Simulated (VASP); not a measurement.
Runs of VASP 6.6.1 on InAs. The structure is that of space group Fm-3m (No. 225), or close to it. The cells are those of the table. 

```csv
task,cell,k mesh,gap on the mesh (eV),pressure (GPa)
single point,"a = 3.725 Å, angles 60.0°, 2 atoms",14 × 14 × 14,none,25.5
single point,"a = 3.945 Å, angles 60.0°, 2 atoms",14 × 14 × 14,none,3.2
single point,"a = 3.829 Å, angles 60.0°, 2 atoms",14 × 14 × 14,none,(c)
single point,"a = 3.996 Å, angles 60.0°, 2 atoms",14 × 14 × 14,none,(a)
single point,"a = 3.773 Å, angles 60.0°, 2 atoms",14 × 14 × 14,none,(b)
single point,"a = 4.069 Å, angles 60.0°, 2 atoms",6 × 6 × 6,none,-3.2
single point,"a = 3.884 Å, angles 60.0°, 2 atoms",14 × 14 × 14,none,7.8
single point,"a = 3.828 Å, angles 60.0°, 2 atoms",12 × 12 × 12,none,12.9
relaxation of cell and atoms,"relaxed to 25 GPa from a = 3.725 Å, angles 60.0°, 2 atoms",14 × 14 × 14,none,25.0
```

Alike in all rows: level PBEsol; potentials or basis VASP PAW PBE potentials, release 64 (In_d, As); no spin polarisation; cutoff (eV) 500; smearing gaussian 0.1 eV.

Estimate the missing entries.

(a) 0.2; (b) 19.1; (c) 12.8.

Caveats: the PAW data sets were made with another functional, which shifts forces and pressure a little; spin-orbit coupling is left out, which moves the levels of the heavy elements; the cell stands under pressure (at least some runs); the cell stands under tension (at least some runs); the cell is relaxed towards a set pressure, so the run minimises the enthalpy, not the energy (at least some runs).

A k mesh can miss the band edges, and the runs leave out spin-orbit coupling on As, In.

A gap of «none» marks levels without a gap at the run's occupations.
